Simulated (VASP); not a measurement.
# TaN (P-6m2) in VASP: a series of runs

Runs on TaN. Level: PBEsol. Tasks: single point.

All numbers are computed with VASP 6.6.1; they aren't measurements. Logs are shortened: lines on timing, memory, paths and dates and some standing lists are left out, and cuts for length are marked.

### Step 1. The cell of the first run

The structure is hexagonal, space group P-6m2 (No. 187). Conventional cell: a = 2.938 Å, b = 2.938 Å, c = 2.883 Å, α = 90.00°, β = 90.00°, γ = 120.00°. Within 2.9 Å of Ta (site symmetry -6m2) lie 6 N at 2.23 Å and 2 Ta at 2.88 Å. N (site symmetry -6m2) has 6 Ta at 2.23 Å and 2 N at 2.88 Å within 2.9 Å.

### Step 2. Single point, PBEsol

File INCAR:

```
SYSTEM = TaN
ALGO = Normal
EDIFF = 1E-7
ENCUT = 520
GGA = PS
ISIF = 2
ISMEAR = -1
LASPH = .True.
LCHARG = .False.
LREAL = .False.
LWAVE = .False.
NBANDS = 15
NELM = 100
PREC = Accurate
SIGMA = 0.1
```

File KPOINTS:

```
k-points
0
Gamma
  11 11 10
  0 0 0
```

File POSCAR:

```
TaN
1.0
    2.9380000000      0.0000000000      0.0000000000
   -1.4690000000      2.5443800000      0.0000000000
    0.0000000000      0.0000000000      2.8830000000
Ta N
1 1
Direct
    0.3333333333      0.6666666667      0.5000000000
    0.0000000000      0.0000000000      0.0000000000
```

Potentials or basis: VASP PAW PBE potentials, release 64 (Ta_pv, N).

Launch:

```bash
cat potpaw_PBE.64/Ta_pv/POTCAR potpaw_PBE.64/N/POTCAR > POTCAR
mpirun -np 1 vasp_std > vasp.out
```

OUTCAR:

```text
SYSTEM = TaN
   EDIFF = 1E-7
   ENCUT = 520
   GGA = PS
   ISIF = 2
   ISMEAR = -1
   LASPH = .True.
   LREAL = .False.
   NELM = 100
   PREC = Accurate

 ion  position               nearest neighbor table
   1  0.333  0.667  0.500-   2 2.23   2 2.23   2 2.23   2 2.23   2 2.23   2 2.23
   2  0.000  0.000  0.000-   1 2.23   1 2.23   1 2.23   1 2.23   1 2.23   1 2.23

  LATTYP: Found a hexagonal cell.
 ALAT       =     2.9380000000
 C/A-ratio  =     0.9812797822

  Lattice vectors:

 A1 = (   2.9380000000,   0.0000000000,   0.0000000000)
 A2 = (  -1.4690000000,   2.5443800000,   0.0000000000)
 A3 = (   0.0000000000,   0.0000000000,   2.8830000000)

Analysis of symmetry for initial positions (statically):
=====================================================================
 Subroutine PRICEL returns:
 Original cell was already a primitive cell.

 Routine SETGRP: Setting up the symmetry group for a
 hexagonal supercell.

 Subroutine GETGRP returns: Found 12 space group operations
 (whereof 12 operations were pure point group operations)
 out of a pool of 24 trial point group operations.

The static configuration has the point symmetry D_3h.

Analysis of symmetry for dynamics (positions and initial velocities):
=====================================================================
 Subroutine PRICEL returns:
 Original cell was already a primitive cell.

 Routine SETGRP: Setting up the symmetry group for a
 hexagonal supercell.

 Subroutine GETGRP returns: Found 12 space group operations
 (whereof 12 operations were pure point group operations)
 out of a pool of 24 trial point group operations.

The dynamic configuration has the point symmetry D_3h.

 Subroutine INISYM returns: Found 12 space group operations
 (whereof 12 operations are pure point group operations),
 and found     1 'primitive' translations

----------------------------------------------------------------------------------------

                                     Primitive cell

  volume of cell :      21.5515

  direct lattice vectors                    reciprocal lattice vectors
     2.938000000  0.000000000  0.000000000     0.340367597  0.196511527  0.000000000
    -1.469000000  2.544380000  0.000000000     0.000000000  0.393023055  0.000000000
     0.000000000  0.000000000  2.883000000     0.000000000  0.000000000  0.346860909

  length of vectors
     2.938000000  2.937997717  2.883000000     0.393022749  0.393023055  0.346860909

  position of ions in fractional coordinates (direct lattice)
     0.333333333  0.666666667  0.500000000
     0.000000000  0.000000000  0.000000000

  ion indices of the primitive-cell ions
   primitive index   ion index
                 1           1
                 2           2

----------------------------------------------------------------------------------------

 KPOINTS: k-points

Automatic generation of k-mesh.
 Grid dimensions read from file:
 generate k-points for:   11   11   10

 Generating k-lattice:

  Cartesian coordinates                     Fractional coordinates (reciprocal lattice)
     0.030942509  0.017864684  0.000000000     0.090909091  0.000000000  0.000000000
     0.000000000  0.035729369  0.000000000     0.000000000  0.090909091  0.000000000
     0.000000000  0.000000000  0.034686091     0.000000000  0.000000000  0.100000000

  Length of vectors
     0.035729341  0.035729369  0.034686091

  Shift w.r.t. Gamma in fractional coordinates (k-lattice)
     0.000000000  0.000000000  0.000000000

 Subroutine IBZKPT returns following result:
 ===========================================

 Found     96 irreducible k-points:

 Following reciprocal coordinates:
            Coordinates               Weight
  0.000000  0.000000  0.000000      1.000000
  0.090909  0.000000  0.000000      6.000000
  0.181818  0.000000  0.000000      6.000000
  0.272727  0.000000  0.000000      6.000000
  0.363636  0.000000  0.000000      6.000000
  0.454545  0.000000  0.000000      6.000000
[... 16 lines left out ...]
  0.090909  0.090909  0.100000     12.000000
  0.181818  0.090909  0.100000     24.000000
 [... further k-points ...]
   k-points           NKPTS =     96   k-points in BZ     NKDIM =     96   number of bands    NBANDS=     15
   number of dos      NEDOS =    301   number of ions     NIONS =      2
   total plane-waves  NPLWV =  13824
   dimension x,y,z NGX =    24 NGY =   24 NGZ =   24
   dimension x,y,z NGXF=    48 NGYF=   48 NGZF=   48
   ions per type =               1   1
   NGX,Y,Z   is equivalent  to a cutoff of  13.58, 13.58, 13.84 a.u.
   NGXF,Y,Z  is equivalent  to a cutoff of  27.16, 27.16, 27.68 a.u.
 SYSTEM =  TaN
   PREC   = accura    normal or accurate (medium, high low for compatibility)
   ISTART =      0    job   : 0-new  1-cont  2-samecut
   ICHARG =      2    charge: 1-file 2-atom 10-const
   ISPIN  =      1    spin polarized calculation?
   LNONCOLLINEAR =      F non collinear calculations
   LSORBIT =      F    spin-orbit coupling
   LASPH  =      T    aspherical Exc in radial PAW
   ENCUT  =  520.0 eV  38.22 Ry    6.18 a.u.   5.46  5.46  5.36*2*pi/ulx,y,z
   NELM   =    100;   NELMIN=  2; NELMDL= -5     # of ELM steps
   EDIFF  = 0.1E-06   stopping-criterion for ELM
   LREAL  =      F    real-space projection
   EDIFFG = 0.1E-05   stopping-criterion for IOM
   NSW    =      0    number of steps for IOM
   IBRION =     -1    ionic relax: 0-MD 1-quasi-New 2-CG
   NFREE  =      0    steps in history (QN), initial steepest desc. (CG)
   ISIF   =      2    stress and relaxation
   ISYM   =      2    0-nonsym 1-usesym 2-fastsym
   POTIM  = 0.5000    time-step for ionic-motion
   TEBEG  =    0.0;   TEEND  =   0.0 temperature during run
   PSTRESS=    0.0 pullay stress
   NELECT =      16.0000    total number of electrons
   NUPDOWN=      -1.0000    fix difference up-down
   EMIN   =  10.00;   EMAX   =-10.00  energy-range for DOS
   EFERMI =   0.00;   METHOD = LEGACY
   ISMEAR =    -1;   SIGMA  =   0.10  broadening in eV -4-tet -1-fermi 0-gaus
   EFERMI_NEDOS =   21; number of points for ismear=-14 and -15
   IALGO  =     38    algorithm
   IMIX   =      4    mixing-type and parameters
     AMIX     =   0.40;   BMIX     =  1.00
     AMIX_MAG =   1.60;   BMIX_MAG =  1.00
  volume/ion in A,a.u.               =      10.78        72.72
  Fermi-wavevector in a.u.,A,eV,Ry     =   1.482366  2.801265 29.897552  2.197408
  Thomas-Fermi vector in A             =   2.596161
   LORBIT       =      0    0 simple, 1 ext, 2 COOP (PROOUT), +10 PAW based schemes
   GGA     = PS    functional components
   LHFCALC =     F    Hartree Fock is set to
   AEXX    =    0.0000 exact exchange contribution
   IVDW    =     0    specifies the selected vdW correction
   LEPSILON=     F    determine dielectric tensor
   LRPA    =     F    only Hartree local field effects (RPA)
 non-spin polarized calculation
  energy-cutoff  :      520.00
  volume of cell :       21.55
 maximum number of plane-waves:       599
 NGX is ok and might be reduce to    24
   NGX = 11   NGY = 11   NGZ = 11

 number of electron      16.0000001 magnetization

 Free energy of the ion-electron system (eV)
  ---------------------------------------------------
  ext. energy  EPLUGINS =         0.00000000
  ---------------------------------------------------
  free energy    TOTEN  =       -23.80401708 eV

  energy without entropy =      -23.80128585  energy(sigma->0) =      -23.80265147

 E-fermi :   8.0987     XC(G=0): -13.5052

 val. band max:        8.0732311349   @ k =   0.0000   0.0000   0.4000
 cond. band min:       8.2798058282   @ k =   0.0909   0.0000   0.5000
 fundamental gap:      0.2065746933
 Fermi energy:         8.0987462184

 k-point     1 :       0.0000    0.0000    0.0000
  band No.  band energies     occupation
      1     -26.6874      2.00000
      2     -26.4202      2.00000
      3     -26.4202      2.00000
      4      -9.6444      2.00000
      5       3.5296      2.00000
      6       3.5296      2.00000
      7       3.8661      2.00000
      8       5.1830      2.00000
      9      10.3067      0.00000
     10      11.6905      0.00000
     11      11.6905      0.00000
     12      12.0714      0.00000
     13      12.0714      0.00000
     14      21.0986      0.00000
     15      21.5292      0.00000

 k-point     2 :       0.0909    0.0000    0.0000
  band No.  band energies     occupation
      1     -26.6760      2.00000
      2     -26.5097      2.00000
      3     -26.4393      2.00000
      4      -9.4720      2.00000
      5       3.0238      2.00000
      6       3.6595      2.00000
      7       4.1071      2.00000
      8       4.9379      2.00000
      9      10.9018      0.00000
     10      11.3520      0.00000
     11      11.7173      0.00000
     12      11.9835      0.00000
     13      12.2978      0.00000
     14      21.0797      0.00000
     15      21.5173      0.00000

 k-point     3 :       0.1818    0.0000    0.0000
  band No.  band energies     occupation
      1     -26.7432      2.00000
      2     -26.6455      2.00000
      3     -26.4901      2.00000
      4      -9.0040      2.00000
      5       2.0160      2.00000
      6       3.9968      2.00000
      7       4.3596      2.00000
      8       4.6226      2.00000
      9      10.5582      0.00000
     10      11.7563      0.00000
     11      11.8567      0.00000
     12      12.3243      0.00000
     13      12.7696      0.00000
     14      21.0682      0.00000
     15      21.5021      0.00000

 k-point     4 :       0.2727    0.0000    0.0000
  band No.  band energies     occupation
      1     -27.0358      2.00000
      2     -26.6052      2.00000
      3     -26.5558      2.00000
      4      -8.3713      2.00000
      5       1.0112      2.00000
      6       3.7196      2.00000
      7       4.4050      2.00000
      8       5.0198      2.00000
      9      10.2672      0.00000
     10      11.4760      0.00000
     11      12.2208      0.00000
     12      13.1416      0.00000
     13      13.6725      0.00000
     14      21.2603      0.00000
     15      21.5319      0.00000
[... 307 lines left out ...]
 k-point    22 :       0.4545    0.0000    0.1000
  band No.  band energies     occupation
      1     -27.4248      2.00000
      2     -26.6411      2.00000
      3     -26.6278      2.00000
      4      -7.3677      2.00000
      5      -0.1436      2.00000
      6       2.7617      2.00000
      7       4.5818      2.00000
      8       5.1462      2.00000
      9      11.3968      0.00000
     10      11.5513      0.00000
     11      13.2315      0.00000
     12      13.4629      0.00000
     13      16.0098      0.00000
     14      19.6963      0.00000
     15      21.4788      0.00000

 k-point    23 :       0.0909    0.0909    0.1000
  band No.  band energies     occupation
      1     -26.7512      2.00000
      2     -26.6520      2.00000
      3     -26.4716      2.00000
      4      -8.9769      2.00000
      5       2.4443      2.00000
      6       3.3305      2.00000
      7       3.9272      2.00000
      8       5.4610      2.00000
      9      10.2867      0.00000
     10      10.7628      0.00000
     11      11.8862      0.00000
     12      12.8586      0.00000
     13      13.1821      0.00000
     14      20.9581      0.00000
     15      21.4949      0.00000

 k-point    24 :       0.1818    0.0909    0.1000
  band No.  band energies     occupation
      1     -26.9050      2.00000
      2     -26.7065      2.00000
      3     -26.5429      2.00000
      4      -8.4698      2.00000
      5       1.5244      2.00000
      6       3.2463      2.00000
      7       4.1431      2.00000
      8       5.4940      2.00000
      9       9.9176      0.00000
     10      11.0058      0.00000
     11      12.4134      0.00000
     12      13.0151      0.00000
     13      14.1798      0.00000
     14      20.8936      0.00000
     15      21.4837      0.00000

 [... further k-points ...]
[... 5 lines left out ...]
  --------------------------------------------------------------------------------------
  -------------------------------------------------------------------------------------
  Total       -0.5381633     -0.5381622     -0.5711649      0.0000000     -0.0000000     -0.0000000
  in kB      -40.0079447    -40.0078617    -42.4613379      0.0000000     -0.0000000     -0.0000000
  external PRESSURE =     -40.8257148 kB  Pullay stress =       0.0000000 kB

 VOLUME and BASIS-vectors are now :
 -----------------------------------------------------------------------------
  energy-cutoff  :      520.00
  volume of cell :       21.55
      direct lattice vectors                 reciprocal lattice vectors
     2.938000000  0.000000000  0.000000000     0.340367597  0.196511527  0.000000000
    -1.469000000  2.544380000  0.000000000     0.000000000  0.393023055  0.000000000
     0.000000000  0.000000000  2.883000000     0.000000000  0.000000000  0.346860909

 POSITION                                       TOTAL-FORCE (eV/Angst)
 -----------------------------------------------------------------------------------
     -0.00000      1.69625      1.44150         0.000000      0.000000      0.000000
      0.00000      0.00000      0.00000        -0.000000     -0.000000      0.000000
 -----------------------------------------------------------------------------------
    total drift:                                0.000000     -0.000036     -0.000000

  FREE ENERGIE OF THE ION-ELECTRON SYSTEM (eV)
  ---------------------------------------------------
  free  energy   TOTEN  =       -23.8040170821 eV

  energy  without entropy=      -23.8012858490  energy(sigma->0) =      -23.80265147
```

Wall time 9.8 s (1 thread of Intel Xeon 6975P-C (Granite Rapids), shared host); peak memory 0.15 GiB.

What came out:

* Free energy: -23.8040 eV
* Pressure: -4.1 GPa
* Band gap on the k mesh: zero (band 8 reaches 8.49 eV, above the bottom of band 9 at 7.99 eV)

Caveat: the PAW data sets were made with another functional, which shifts forces and pressure a little; spin-orbit coupling is left out, which moves the levels of the heavy elements.

### Step 3. Single point, PBEsol

This run uses another cell than the first one, of 10.99 Å³/atom, 1.020 times its volume.

File INCAR:

```
SYSTEM = TaN
ALGO = Normal ; EDIFF = 1E-6
ENCUT = 520 ; GGA = PS
ISIF = 2 ; ISMEAR = -1
LASPH = .True. ; LCHARG = .False.
LREAL = .False. ; LWAVE = .False.
NBANDS = 15 ; NELM = 80
PREC = Accurate ; SIGMA = 0.1
```

KPOINTS is that of step 2.

File POSCAR:

```
TaN
1.0
    2.9574575207      0.0000000000      0.0000000000
   -1.4787287603      2.5612306898      0.0000000000
    0.0000000000      0.0000000000      2.9020932717
Ta N
1 1
Direct
    0.3333333333      0.6666666667      0.5000000000
    0.0000000000      0.0000000000      0.0000000000
```

Potentials or basis: VASP PAW PBE potentials, release 64 (Ta_pv, N).

Launch:

```bash
cat potpaw_PBE.64/Ta_pv/POTCAR potpaw_PBE.64/N/POTCAR > POTCAR
mpirun -np 1 vasp_std > vasp.out
```

It took 9.2 s on 1 thread of Intel Xeon 6975P-C (Granite Rapids), shared host; peak memory 0.16 GiB.

The run converged. Its results:

| Quantity | Value |
| --- | --- |
| Free energy | -23.7844 eV |
| Pressure | -10.7 GPa |
| Band gap on the k mesh | zero (band 8 reaches 8.27 eV, above the bottom of band 9 at 7.79 eV) |

Stress tensor (GPa, compression positive):
```
-10.32   0.00   0.00
  0.00 -10.32   0.00
  0.00   0.00 -11.33
```

Levels at points of the mesh, in eV from the Fermi level:
```csv
k point,band 5,band 6,band 7,band 8,band 9,band 10,band 11,band 12
"(0.00, 0.00, 0.00)",-4.48,-4.48,-4.14,-2.89,2.06,3.50,3.50,3.86
"(0.00, 0.00, 0.50)",-9.27,-3.68,-3.68,-0.10,-0.10,2.38,3.24,3.24
```

Caveat: the PAW data sets were made with another functional, which shifts forces and pressure a little; spin-orbit coupling is left out, which moves the levels of the heavy elements.

[end of part 1 of 2]
